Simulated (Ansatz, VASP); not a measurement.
Ge2Sb3O in VASP and in Ansatz

```xyz
6
Lattice="5.0541 0.0000 0.0000 -2.5271 4.3770 0.0000 0.0000 0.0000 5.9819" Properties=species:S:1:pos:R:3 pbc="T T T"
Ge    2.5271    1.4590    4.2452
Ge    2.5271    1.4590    1.7368
Sb    0.0000    0.0000    0.0000
Sb    0.0000    2.9180    2.9910
Sb    0.0000    2.9180    0.0000
O     0.0000    0.0000    2.9910
```

Change from the starting cell: species swapped into the Sr2AlGa3 type (P-6m2, No. 187).

Alike in both runs: functional PBE; k mesh 12 × 12 × 4; occupations gaussian, width 0.1 eV; no spin polarisation.

Ansatz relaxed the structure, and its values are those at the end. VASP's run is a single point on that final structure, the one shown.

```csv
,VASP,Ansatz
version,VASP 6.6.1,Ansatz 0.2.0
potentials or method,"VASP PAW PBE potentials, release 64 (Ge_d, Sb, O), cutoff 520 eV","scalar-relativistic, plane waves, PAW"
valence electrons in the cell,49,79
```

|  | VASP | Ansatz | Ansatz less VASP |
| --- | --- | --- | --- |
| gap on the k mesh at the Fermi level (eV) | none | none | - |
| pressure (GPa) | 0.0 | 0.0 | +0.06 |

A gap of «none» marks a metal or a gap that the smearing closes. VASP's potentials hold 49 valence electrons a cell and Ansatz's 79, so a difference there can come from the potentials and not from the codes.

Neither program's run includes spin-orbit coupling.
